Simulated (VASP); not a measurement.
A run of VASP 6.6.1 is set up as follows.

File INCAR:

```
ALGO = Normal ; EDIFF = 1E-6
ENCUT = 500 ; GGA = PS
GGA_COMPAT = False ; ISIF = 2
ISMEAR = 0 ; ISPIN = 2
LASPH = True ; LCHARG = False
LMAXMIX = 4 ; LORBIT = 11
LREAL = False ; LWAVE = False
MAGMOM = 1.45 0 ; NBANDS = 20
NELM = 200 ; PREC = Accurate
SIGMA = 0.05
```

KPOINTS

```
k-points
0
Gamma
  8 8 8
```

The input POSCAR:

```
NbTe
1.0
    0.0000000000      3.0919163496      3.0919163496
    3.0919163496      0.0000000000      3.0919163496
    3.0919163496      3.0919163496      0.0000000000
Nb Te
1 1
Direct
    0.0000000000      0.0000000000      0.0000000000
    0.2500000000      0.2500000000      0.2500000000
```

Potentials or basis: VASP PAW PBE potentials, release 64 (Nb_sv, Te).

Launch:

```console
$ cat potpaw_PBE.64/Nb_sv/POTCAR potpaw_PBE.64/Te/POTCAR > POTCAR
$ mpirun -np 1 vasp_std > vasp.out
```

Task: Predict the site moments.

Result: Nb +1.42; Te -0.03 μB.

Task: Predict the pressure.

Result: 3.0 GPa.

Task: What does it give for the net moment?

Result: 1.97 μB per cell.

Caveat: the PAW data sets were made with another functional, which shifts forces and pressure a little.
